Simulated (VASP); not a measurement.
Here is a VASP 6.6.1 calculation.

The input INCAR:

```
ALGO = Normal
EDIFF = 1E-6
ENCUT = 600
GGA = PS
GGA_COMPAT = False
ISIF = 2
ISMEAR = -1
ISPIN = 2
IVDW = 12
LASPH = True
LCHARG = False
LMAXMIX = 6
LORBIT = 11
LREAL = False
LWAVE = False
MAGMOM = 4.9 0
NBANDS = 28
NELM = 200
PREC = Accurate
SIGMA = 0.1
```

The input KPOINTS:

```
k-points
0
Gamma
  9 9 9
```

POSCAR

```
GdBi
1.0
    0.0000000000      3.0983046538      3.0983046538
    3.0983046538      0.0000000000      3.0983046538
    3.0983046538      3.0983046538      0.0000000000
Gd Bi
1 1
Direct
    0.0000000000      0.0000000000      0.0000000000
    0.5000000000      0.5000000000      0.5000000000
```

Potentials or basis: VASP PAW PBE potentials, release 64 (Gd, Bi_d).

The run is started by

```sh
$ cat potpaw_PBE.64/Gd/POTCAR potpaw_PBE.64/Bi_d/POTCAR > POTCAR
$ mpirun -np 1 vasp_std > vasp.out
```

Task: What does it give for the pressure?

Result: -0.1 GPa.

Task: Estimate the site moments.

Result: Gd +6.77; Bi -0.05 μB.

Caveat: the PAW data sets were made with another functional, which shifts forces and pressure a little. The state reached can hang on the start; a lower one may exist.
